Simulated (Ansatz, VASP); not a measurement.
One calculation of Ni, two programs

Contents of INCAR:

```
PREC     = Accurate       # precision mode
ENCUT    = 520            # plane-wave cutoff, eV
EDIFF    = 1E-6           # SCF threshold, eV
ISMEAR   = -1             # smearing method
SIGMA    = 0.08           # smearing width, eV
LREAL    = False          # projectors in reciprocal space
LASPH    = True           # aspherical terms in the spheres
NELM     = 150            # most SCF steps
ALGO     = Normal         # electronic algorithm
ISIF     = 2              # what is computed and relaxed
LWAVE    = False          # write WAVECAR
LCHARG   = False          # write CHGCAR
ISPIN    = 2              # spin polarisation
MAGMOM   = 1 1 1          # initial moments
LORBIT   = 11             # projections on sites
LMAXMIX  = 4              # l up to which the mixer works
GGA      = PE             # functional
NBANDS   = 26             # bands
```

File KPOINTS:

```
Automatic mesh
0
Gamma
  9 9 12
```

Contents of POSCAR:

```
Ni
1.0
    3.5256203727      0.0000000000      0.0000000000
   -1.7628101864      3.0532768069      0.0000000000
    0.0000000000      0.0000000000      2.1090067006
Ni
3
Direct
    0.0000000000      0.0000000000      0.0000000000
    0.3333333333      0.6666666667      0.5000000000
    0.6666666667      0.3333333333      0.5000000000
```

Input for Ansatz:

```yaml
crystal:
  lattice:
    - [3.5256203727, 0.0, 0.0]
    - [-1.7628101864, 3.0532768069, 0.0]
    - [0.0, 0.0, 2.1090067006]
  atoms:
    - { symbol: Ni, position: [0.0, 0.0, 0.0], spin: 1.0 }
    - { symbol: Ni, position: [0.3333333333, 0.6666666667, 0.5], spin: 1.0 }
    - { symbol: Ni, position: [0.6666666667, 0.3333333333, 0.5], spin: 1.0 }
magnetization:
  spin_polarized: true
kpoints:
  mp_grid: { grid: [9, 9, 12] }
scf:
  occupations: { method: fermi_dirac, width: 0.08 }
hamiltonian:
  xc: pbe
  pseudopotentials: { kind: all_electron, lapw: { basis_error: 0.001 } }
output:
  forces: true
  stress: true
  eigenvalues: true
  populations: true
```

Change from the starting cell: volume scaled by 0.68, LAPW.

Alike in both runs: task single point; functional PBE; k mesh 9 × 9 × 12; occupations fermi-dirac, width 0.08 eV; collinear spin.

```csv
,VASP,Ansatz
version,VASP 6.6.1,Ansatz 0.2.0
potentials or method,"VASP PAW PBE potentials, release 64 (Ni), cutoff 520 eV","all-electron LAPW, scalar-relativistic"
```

|  | VASP | Ansatz | Ansatz less VASP |
| --- | --- | --- | --- |
| pressure (GPa) | 180.2 | 182.0 | +1.83 |
| traceless stress, the component that is largest in VASP (GPa) | 0.26 | 0.34 | +0.082 |
| net moment per atom (μB) | 0.32 | 0.34 | +0.014 |
| size of the moment on the site where the two differ most (μB) | 0.35 | 0.39 | +0.039 |

Site moments also hang on the region over which each program counts them. Both programs put the cell under a high pressure, so it lies far from rest at this level. Ansatz ran all-electron here, and VASP with PAW potentials.

Noted on VASP's run: the cell as given lies far from equilibrium.
